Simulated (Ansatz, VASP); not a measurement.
**Two plane-wave programs on NaCl**

File INCAR:

```
SYSTEM = NaCl
PREC     = Accurate       ! precision mode
ENCUT    = 520            ! plane-wave cutoff, eV
EDIFF    = 1E-6           ! SCF threshold, eV
ISMEAR   = 0              ! smearing method
SIGMA    = 0.01           ! smearing width, eV
LREAL    = .FALSE.        ! projectors in reciprocal space
LASPH    = .TRUE.         ! aspherical terms in the spheres
NELM     = 80             ! most SCF steps
ALGO     = Normal         ! electronic algorithm
ISIF     = 2              ! what is computed and relaxed
LWAVE    = .FALSE.        ! write WAVECAR
LCHARG   = .FALSE.        ! write CHGCAR
GGA      = CA             ! functional
NBANDS   = 14             ! bands
```

KPOINTS

```
Automatic mesh
0
G
  8 8 8
  0 0 0
```

POSCAR

```
NaCl
1.0
    0.0000000000      2.8026988303      2.8026988303
    2.8026988303      0.0000000000      2.8026988303
    2.8026988303      2.8026988303      0.0000000000
Na Cl
1 1
Direct
    0.0000000000      0.0000000000      0.0000000000
    0.5000000000      0.5000000000      0.5000000000
```

Input for Ansatz:

```yaml
crystal:
  lattice:
    - [0.0, 2.8026988303, 2.8026988303]
    - [2.8026988303, 0.0, 2.8026988303]
    - [2.8026988303, 2.8026988303, 0.0]
  atoms:
    - { symbol: Na, position: [0.0, 0.0, 0.0] }
    - { symbol: Cl, position: [0.5, 0.5, 0.5] }
kpoints:
  mp_grid: { grid: [8, 8, 8] }
hamiltonian:
  xc: lda
scf:
  occupations: { method: fixed }
output:
  optics: { e_range: [0, 20], de: 0.05, sigma: 0.1, bands: auto }
```

Alike in both runs: task single point; functional LDA; k mesh 8 × 8 × 8; no spin polarisation.

```csv
,VASP,Ansatz
version,VASP 6.6.1,Ansatz 0.2.0
potentials or method,"VASP PAW LDA potentials, release 64 (Na_pv, Cl)","plane waves, PAW"
plane-wave cutoff (eV),520,420
occupations,"gaussian, width 0.01 eV",fixed
valence electrons in the cell,14,16
```

```csv
,VASP,Ansatz,Ansatz less VASP
gap on the k mesh at the Fermi level (eV),4.77,4.76,-0.006
```

LDA's correlation is that of Perdew and Zunger in VASP and of Perdew and Wang (1992) in Ansatz. VASP's potentials hold 14 valence electrons a cell and Ansatz's 16, so a difference there can come from the potentials and not from the codes.
